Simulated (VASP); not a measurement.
Hg: single point with PBEsol+D3(BJ)

Crystal: Hg.

```
Hg
1.0
     3.27230    0.00000    0.00000
    -1.63615    2.83389    0.00000
     0.00000    0.00000    4.50940
Hg
2
Direct
  0.66667 0.33333 0.75000
  0.33333 0.66667 0.25000
```

- Program: VASP 6.6.1
- Task: single point
- Functional: PBEsol
- Dispersion: D3(BJ)
- Potentials or basis: VASP PAW PBE potentials, release 64 (Hg)
- Cutoff: 520 eV
- k mesh: 18 × 18 × 10
- Occupations: gaussian, width 0.15 eV
- Spin: no spin polarisation

| Quantity | Value |
| --- | --- |
| Pressure | 4.5 GPa |
| Band gap on the k mesh | zero (band 12 reaches 4.75 eV, above the bottom of band 13 at 3.02 eV) |
| Dispersion energy per atom | -0.479 eV |

Stress tensor (GPa, compression positive):
```
3.82 0.00 0.00
0.00 3.82 0.00
0.00 0.00 5.76
```

Levels at points of the mesh, in eV from the Fermi level:
| k point | band 10 | band 11 | band 12 | band 13 | band 14 | band 15 |
| --- | --- | --- | --- | --- | --- | --- |
| (0.00, 0.00, 0.00) | -6.12 | -6.12 | -1.22 | 0.71 | 11.03 | 11.03 |
| (0.50, 0.00, 0.00) | -5.77 | -3.44 | -3.40 | 4.41 | 4.46 | 4.72 |
| (0.00, 0.00, 0.50) | -6.35 | -6.35 | -6.35 | 10.80 | 10.80 | 12.11 |
| (0.50, 0.00, 0.50) | -6.26 | -2.10 | -2.10 | -0.36 | -0.36 | 8.73 |

Run time: 40 s on 1 thread of Intel(R) Xeon(R) 6975P-C (Granite Rapids), with other jobs on the host, peak memory 0.27 GiB.

Caveat: the PAW data sets were made with another functional, which shifts forces and pressure a little; spin-orbit coupling is left out, which moves the levels of the heavy elements; pairwise dispersion overbinds metals, which lowers pressure and volume.
